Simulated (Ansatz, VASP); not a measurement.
Two plane-wave programs on ZnSe

Contents of POSCAR:

```
ZnSe
1.0
    0.0000000000      2.6587577905      2.6587577905
    2.6587577905      0.0000000000      2.6587577905
    2.6587577905      2.6587577905      0.0000000000
Zn Se
1 1
Direct
    0.0000000000      0.0000000000      0.0000000000
    0.5000000000      0.5000000000      0.5000000000
```

The input INCAR.step1:

```
SYSTEM = ZnSe
PREC = Accurate
ENCUT = 520
EDIFF = 1E-5
ISMEAR = -1
SIGMA = 0.02
LREAL = .False.
LASPH = .True.
NELM = 80
ALGO = Normal
ISIF = 2
LWAVE = .True.
LCHARG = .False.
GGA = PE
NBANDS = 16
```

The input INCAR.step2:

```
SYSTEM = ZnSe
PREC = Accurate
ENCUT = 520
EDIFF = 1E-6
ISMEAR = -1
SIGMA = 0.02
LREAL = .False.
LASPH = .True.
NELM = 80
ALGO = Normal
ISIF = 2
LWAVE = .False.
LCHARG = .False.
GGA = PE
LHFCALC = .True.
HFSCREEN = 0.2079
PRECFOCK = Normal
ISTART = 1
NBANDS = 16
```

The input KPOINTS:

```
Automatic mesh
0
Gamma
  4 4 4
  0 0 0
```

Input for Ansatz:

```yaml
crystal:
  lattice:
    - [0.0, 2.6587577905, 2.6587577905]
    - [2.6587577905, 0.0, 2.6587577905]
    - [2.6587577905, 2.6587577905, 0.0]
  atoms:
    - { symbol: Zn, position: [0.0, 0.0, 0.0] }
    - { symbol: Se, position: [0.5, 0.5, 0.5] }
kpoints:
  mp_grid: { grid: [4, 4, 4] }
hamiltonian:
  xc: hse06
scf:
  occupations: { method: fermi_dirac, width: 0.02 }
  n_extra_bands: 4
output:
  forces: true
  stress: true
  eigenvalues: true
```

Alike in both runs: task single point; functional HSE06; k mesh 4 × 4 × 4; occupations fermi-dirac, width 0.02 eV; no spin polarisation.

```csv
,VASP,Ansatz
version,VASP 6.6.1,Ansatz 0.2.0
potentials or method,"VASP PAW PBE potentials, release 64 (Zn, Se)","plane waves, PAW"
plane-wave cutoff (eV),520,420
valence electrons in the cell,18,28
```

|  | VASP | Ansatz | Ansatz less VASP |
| --- | --- | --- | --- |
| pressure (GPa) | 1.4 | 1.5 | +0.03 |

VASP's potentials hold 18 valence electrons a cell and Ansatz's 28, so a difference there can come from the potentials and not from the codes. Ansatz's warnings: filled band counts differ across k points, stress exchange threshold loose, stress scf threshold loose.

The k mesh is coarse, so the values compare programs but aren't converged.
